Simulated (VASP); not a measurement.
Input of a VASP 6.6.1 run:

Contents of INCAR:

```
SYSTEM = SiC5
PREC = Accurate ; ENCUT = 520
EDIFF = 1E-7 ; ISMEAR = 0
SIGMA = 0.1 ; LREAL = .False.
LASPH = .True. ; NELM = 80
ALGO = Normal ; ISIF = 2
LWAVE = .False. ; LCHARG = .True.
GGA = PE ; LELF = .True.
LVHAR = .True. ; NBANDS = 21
```

The input KPOINTS:

```
Automatic mesh
0
Gamma
  6 6 4
  0 0 0
```

Contents of POSCAR:

```
SiC5
1.0
    3.3326078876      0.0000000019      0.0000000000
   -1.6663039454      2.8861230905      0.0000000000
    0.0000000000      0.0000000000      8.4129058688
Si C
1 5
Direct
    0.0000000000      0.0000000000      0.5000000000
    0.0000000000      0.5000037512      0.0000000000
    0.5000037512      0.0000000000      0.0000000000
    0.4999962488      0.4999962488      0.0000000000
    0.6666666667      0.3333333333      0.5000000000
    0.3333333333      0.6666666667      0.5000000000
```

Potentials or basis: VASP PAW PBE potentials, release 64 (Si, C).

Launch:

```sh
$ cat potpaw_PBE.64/Si/POTCAR potpaw_PBE.64/C/POTCAR > POTCAR
$ mpirun -np 1 vasp_std > vasp.out
```

Task: What does it give for the band gap on the k mesh?

Result: Zero (bands 12 and 13 overlap by 2.72 eV).

Task: Estimate the pressure.

Result: 0.1 GPa.

Stress tensor (GPa, compression positive):
```
0.05 0.00 0.00
0.00 0.05 0.00
0.00 0.00 0.19
```

Caveat: the k points lie up to 0.36 Å⁻¹ apart, too coarse for converged energies and pressures of a metal.
